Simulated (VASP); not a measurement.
# Y (P6_3/mmc) in VASP: a series of runs

Y is run at these levels: PBE; tasks: single point.

All numbers are computed with VASP 6.6.1; they aren't measurements. Logs are shortened: lines on timing, memory, paths and dates and some standing lists are left out, and cuts for length are marked.

## (1) The cell of the first run

It takes space group P6_3/mmc (No. 194, hexagonal). The conventional cell has a = 3.647 Å, b = 3.647 Å, c = 5.731 Å, α = 90.00°, β = 90.00°, γ = 120.00°. Y (site symmetry -6m2) has 12 Y at 3.56 to 3.65 Å within 4.7 Å.

## (2) Single point, PBE

The input, INCAR:

```
SYSTEM = Y
PREC = Accurate
ENCUT = 500
EDIFF = 1E-6
ISMEAR = 0
SIGMA = 0.1
LREAL = .FALSE.
LASPH = .TRUE.
NELM = 120
ALGO = Normal
ISIF = 2
LWAVE = .FALSE.
LCHARG = .FALSE.
GGA = PE
NBANDS = 18
GGA_COMPAT = .FALSE.
```

The input, KPOINTS:

```
regular mesh
0
G
  9 9 6
  0 0 0
```

The input, POSCAR:

```
Y
1.0
    3.6474000000      0.0000000000      0.0000000000
   -1.8237000000      3.1587410578      0.0000000000
    0.0000000000      0.0000000000      5.7306000000
Y
2
Direct
    0.3333333333      0.6666666667      0.2500000000
    0.6666666667      0.3333333333      0.7500000000
```

Potentials or basis: VASP PAW PBE potentials, release 64 (Y_sv).

Run with:

```
$ cat potpaw_PBE.64/Y_sv/POTCAR > POTCAR
$ mpirun -np 1 vasp_std > vasp.out
```

OUTCAR:

```text
SYSTEM = Y
   PREC = Accurate
   ENCUT = 500
   EDIFF = 1E-6
   ISMEAR = 0
   LREAL = .FALSE.
   LASPH = .TRUE.
   NELM = 120
   ISIF = 2
   GGA = PE

 ion  position               nearest neighbor table
   1  0.333  0.667  0.250-   2 3.56   2 3.56   2 3.56   2 3.56   2 3.56   2 3.56
   2  0.667  0.333  0.750-   1 3.56   1 3.56   1 3.56   1 3.56   1 3.56   1 3.56

  LATTYP: Found a hexagonal cell.
 ALAT       =     3.6474000000
 C/A-ratio  =     1.5711465702

  Lattice vectors:

 A1 = (   3.6474000000,   0.0000000000,   0.0000000000)
 A2 = (  -1.8237000000,   3.1587410578,   0.0000000000)
 A3 = (   0.0000000000,   0.0000000000,   5.7306000000)

Analysis of symmetry for initial positions (statically):
=====================================================================
 Subroutine PRICEL returns:
 Original cell was already a primitive cell.

 Routine SETGRP: Setting up the symmetry group for a
 hexagonal supercell.

 Subroutine GETGRP returns: Found 24 space group operations
 (whereof 12 operations were pure point group operations)
 out of a pool of 24 trial point group operations.

The static configuration has the point symmetry D_3d.
 The point group associated with its full space group is D_6h.

Analysis of symmetry for dynamics (positions and initial velocities):
=====================================================================
 Subroutine PRICEL returns:
 Original cell was already a primitive cell.

 Routine SETGRP: Setting up the symmetry group for a
 hexagonal supercell.

 Subroutine GETGRP returns: Found 24 space group operations
 (whereof 12 operations were pure point group operations)
 out of a pool of 24 trial point group operations.

The dynamic configuration has the point symmetry D_3d.
 The point group associated with its full space group is D_6h.

 Subroutine INISYM returns: Found 24 space group operations
 (whereof 12 operations are pure point group operations),
 and found     1 'primitive' translations

----------------------------------------------------------------------------------------

                                     Primitive cell

  volume of cell :      66.0233

  direct lattice vectors                    reciprocal lattice vectors
     3.647400000  0.000000000  0.000000000     0.274167900  0.158290911  0.000000000
    -1.823700000  3.158741058  0.000000000     0.000000000  0.316581822  0.000000000
     0.000000000  0.000000000  5.730600000     0.000000000  0.000000000  0.174501797

  length of vectors
     3.647400000  3.647400000  5.730600000     0.316581822  0.316581822  0.174501797

  position of ions in fractional coordinates (direct lattice)
     0.333333333  0.666666667  0.250000000
     0.666666667  0.333333333  0.750000000

  ion indices of the primitive-cell ions
   primitive index   ion index
                 1           1
                 2           2

----------------------------------------------------------------------------------------

 KPOINTS: regular mesh

Automatic generation of k-mesh.
 Grid dimensions read from file:
 generate k-points for:    9    9    6

 Generating k-lattice:

  Cartesian coordinates                     Fractional coordinates (reciprocal lattice)
     0.030463100  0.017587879  0.000000000     0.111111111 -0.000000000  0.000000000
     0.000000000  0.035175758  0.000000000     0.000000000  0.111111111  0.000000000
     0.000000000  0.000000000  0.029083633     0.000000000  0.000000000  0.166666667

  Length of vectors
     0.035175758  0.035175758  0.029083633

  Shift w.r.t. Gamma in fractional coordinates (k-lattice)
     0.000000000  0.000000000  0.000000000

 Subroutine IBZKPT returns following result:
 ===========================================

 Found     48 irreducible k-points:

 Following reciprocal coordinates:
            Coordinates               Weight
  0.000000  0.000000  0.000000      1.000000
  0.111111  0.000000  0.000000      6.000000
  0.222222  0.000000  0.000000      6.000000
  0.333333  0.000000  0.000000      6.000000
  0.444444  0.000000  0.000000      6.000000
  0.111111  0.111111  0.000000      6.000000
[... 16 lines left out ...]
  0.333333  0.222222  0.166667     24.000000
  0.333333  0.333333  0.166667      4.000000
 [... further k-points ...]
   k-points           NKPTS =     48   k-points in BZ     NKDIM =     48   number of bands    NBANDS=     18
   number of dos      NEDOS =    301   number of ions     NIONS =      2
   total plane-waves  NPLWV =  32928
   dimension x,y,z NGX =    28 NGY =   28 NGZ =   42
   dimension x,y,z NGXF=    56 NGYF=   56 NGZF=   84
   ions per type =               2
   NGX,Y,Z   is equivalent  to a cutoff of  12.76, 12.76, 12.18 a.u.
   NGXF,Y,Z  is equivalent  to a cutoff of  25.52, 25.52, 24.37 a.u.
 SYSTEM =  Y
   PREC   = accura    normal or accurate (medium, high low for compatibility)
   ISTART =      0    job   : 0-new  1-cont  2-samecut
   ICHARG =      2    charge: 1-file 2-atom 10-const
   ISPIN  =      1    spin polarized calculation?
   LNONCOLLINEAR =      F non collinear calculations
   LSORBIT =      F    spin-orbit coupling
   LASPH  =      T    aspherical Exc in radial PAW
   ENCUT  =  500.0 eV  36.75 Ry    6.06 a.u.   6.65  6.65 10.45*2*pi/ulx,y,z
   NELM   =    120;   NELMIN=  2; NELMDL= -5     # of ELM steps
   EDIFF  = 0.1E-05   stopping-criterion for ELM
   LREAL  =      F    real-space projection
[... 7 lines left out ...]
   TEBEG  =    0.0;   TEEND  =   0.0 temperature during run
   PSTRESS=    0.0 pullay stress
   NELECT =      22.0000    total number of electrons
   NUPDOWN=      -1.0000    fix difference up-down
   EMIN   =  10.00;   EMAX   =-10.00  energy-range for DOS
   EFERMI =   0.00;   METHOD = LEGACY
   ISMEAR =     0;   SIGMA  =   0.10  broadening in eV -4-tet -1-fermi 0-gaus
   EFERMI_NEDOS =   21; number of points for ismear=-14 and -15
   IALGO  =     38    algorithm
   IMIX   =      4    mixing-type and parameters
     AMIX     =   0.40;   BMIX     =  1.00
     AMIX_MAG =   1.60;   BMIX_MAG =  1.00
  volume/ion in A,a.u.               =      33.01       222.77
  Fermi-wavevector in a.u.,A,eV,Ry     =   1.134967  2.144777 17.526345  1.288150
  Thomas-Fermi vector in A             =   2.271671
   LORBIT       =      0    0 simple, 1 ext, 2 COOP (PROOUT), +10 PAW based schemes
   GGA     = PE    functional components
   LHFCALC =     F    Hartree Fock is set to
   AEXX    =    0.0000 exact exchange contribution
   IVDW    =     0    specifies the selected vdW correction
   LEPSILON=     F    determine dielectric tensor
   LRPA    =     F    only Hartree local field effects (RPA)
 non-spin polarized calculation
 Gauss-broadening in eV      SIGMA  =   0.10
  energy-cutoff  :      500.00
  volume of cell :       66.02
 maximum number of plane-waves:      1705
 NGX is ok and might be reduce to    28
   NGX = 13   NGY = 13   NGZ = 21

 number of electron      21.9999999 magnetization

 Free energy of the ion-electron system (eV)
  ---------------------------------------------------
  ext. energy  EPLUGINS =         0.00000000
  ---------------------------------------------------
  free energy    TOTEN  =       -12.87696975 eV

  energy without entropy =      -12.85846008  energy(sigma->0) =      -12.86771491

 E-fermi :   2.9891     XC(G=0):  -9.4077

 val. band max:        2.9751506920   @ k =   0.4444   0.1111   0.3333
 cond. band min:       2.9947795632   @ k =   0.2222   0.0000   0.3333
 fundamental gap:      0.0196288712
 Fermi energy:         2.9891270605

 k-point     1 :       0.0000    0.0000    0.0000
  band No.  band energies     occupation
      1     -39.7272      2.00000
      2     -39.6560      2.00000
      3     -19.9935      2.00000
      4     -19.5283      2.00000
      5     -19.5283      2.00000
      6     -19.4412      2.00000
[... 10 lines left out ...]
     17       5.7596      0.00000
     18       5.7596      0.00000

 k-point     2 :       0.1111    0.0000    0.0000
  band No.  band energies     occupation
      1     -39.7213      2.00000
      2     -39.6540      2.00000
      3     -19.9722      2.00000
      4     -19.5712      2.00000
      5     -19.5428      2.00000
      6     -19.4862      2.00000
[... 10 lines left out ...]
     17       5.5273      0.00000
     18       5.5482      0.00000

 k-point     3 :       0.2222    0.0000    0.0000
  band No.  band energies     occupation
      1     -39.7058      2.00000
      2     -39.6492      2.00000
      3     -19.9135      2.00000
      4     -19.6804      2.00000
      5     -19.5958      2.00000
      6     -19.5778      2.00000
[... 10 lines left out ...]
     17       5.9709      0.00000
     18       6.1944      0.00000

 k-point     4 :       0.3333    0.0000    0.0000
  band No.  band energies     occupation
      1     -39.6864      2.00000
      2     -39.6455      2.00000
      3     -19.8327      2.00000
      4     -19.8052      2.00000
      5     -19.7139      2.00000
      6     -19.6157      2.00000
[... 10 lines left out ...]
     17       6.8079      0.00000
     18       7.1239      0.00000

 k-point     5 :       0.4444    0.0000    0.0000
  band No.  band energies     occupation
      1     -39.6714      2.00000
      2     -39.6453      2.00000
      3     -19.8865      2.00000
      4     -19.7878      2.00000
      5     -19.7605      2.00000
      6     -19.6395      2.00000
[... 10 lines left out ...]
     17       8.0093      0.00000
     18       8.0622      0.00000

 k-point     6 :       0.1111    0.1111    0.0000
  band No.  band energies     occupation
      1     -39.7106      2.00000
      2     -39.6505      2.00000
      3     -19.9321      2.00000
      4     -19.6348      2.00000
      5     -19.6010      2.00000
      6     -19.5341      2.00000
[... 307 lines left out ...]
 k-point    21 :       0.4444    0.1111    0.1667
  band No.  band energies     occupation
      1     -39.6653      2.00000
      2     -39.6475      2.00000
      3     -19.9107      2.00000
      4     -19.8206      2.00000
      5     -19.7060      2.00000
      6     -19.6410      2.00000
[... 10 lines left out ...]
     17       7.7229      0.00000
     18       8.1116      0.00000

 k-point    22 :       0.2222    0.2222    0.1667
  band No.  band energies     occupation
      1     -39.6747      2.00000
      2     -39.6471      2.00000
      3     -19.8462      2.00000
      4     -19.8025      2.00000
      5     -19.6925      2.00000
      6     -19.6570      2.00000
[... 10 lines left out ...]
     17       7.4787      0.00000
     18       7.5223      0.00000

 k-point    23 :       0.3333    0.2222    0.1667
  band No.  band energies     occupation
      1     -39.6620      2.00000
      2     -39.6481      2.00000
      3     -19.8621      2.00000
      4     -19.8074      2.00000
      5     -19.7312      2.00000
      6     -19.6476      2.00000
[... 10 lines left out ...]
     17       7.4814      0.00000
     18       8.0453      0.00000

 k-point    24 :       0.3333    0.3333    0.1667
  band No.  band energies     occupation
      1     -39.6530      2.00000
      2     -39.6530      2.00000
      3     -19.8181      2.00000
      4     -19.7932      2.00000
      5     -19.7932      2.00000
      6     -19.6542      2.00000
[... 10 lines left out ...]
     17       7.6340      0.00000
     18       7.6340      0.00000

 [... further k-points ...]
[... 5 lines left out ...]
  --------------------------------------------------------------------------------------
  -------------------------------------------------------------------------------------
  Total       -0.0057078     -0.0057078     -0.3297899      0.0000000      0.0000000      0.0000000
  in kB       -0.1385102     -0.1385102     -8.0029550      0.0000000      0.0000000      0.0000000
  external PRESSURE =      -2.7599918 kB  Pullay stress =       0.0000000 kB

 VOLUME and BASIS-vectors are now :
 -----------------------------------------------------------------------------
  energy-cutoff  :      500.00
  volume of cell :       66.02
      direct lattice vectors                 reciprocal lattice vectors
     3.647400000  0.000000000  0.000000000     0.274167900  0.158290911  0.000000000
    -1.823700000  3.158741058  0.000000000     0.000000000  0.316581822  0.000000000
     0.000000000  0.000000000  5.730600000     0.000000000  0.000000000  0.174501797

 POSITION                                       TOTAL-FORCE (eV/Angst)
 -----------------------------------------------------------------------------------
     -0.00000      2.10583      1.43265         0.000000     -0.000000      0.000000
      1.82370      1.05291      4.29795        -0.000000      0.000000      0.000000
 -----------------------------------------------------------------------------------
    total drift:                               -0.000000      0.000000     -0.000000

  FREE ENERGIE OF THE ION-ELECTRON SYSTEM (eV)
  ---------------------------------------------------
  free  energy   TOTEN  =       -12.8769697484 eV

  energy  without entropy=      -12.8584600770  energy(sigma->0) =      -12.86771491
```

Wall time 58 s (1 thread of Intel Xeon 6975P-C (Granite Rapids), shared host); peak memory 0.21 GiB.

What came out:

```
Free energy            : -12.8770 eV
Pressure               : -0.3 GPa
Band gap on the k mesh : zero (bands 11 and 12 overlap by 1.39 eV)
```

Levels at points of the mesh, in eV from the Fermi level:
```
           k point  band 8  band 9  band 10  band 11  band 12  band 13  band 14  band 15
(0.00, 0.00, 0.00)  -22.40   -4.69    -1.87     0.85     1.73     1.73     2.02     2.33
(0.00, 0.00, 0.50)  -22.47   -3.27    -3.27     0.93     0.93     1.66     1.66     1.66
```

(Part 1 of 2 ends here.)
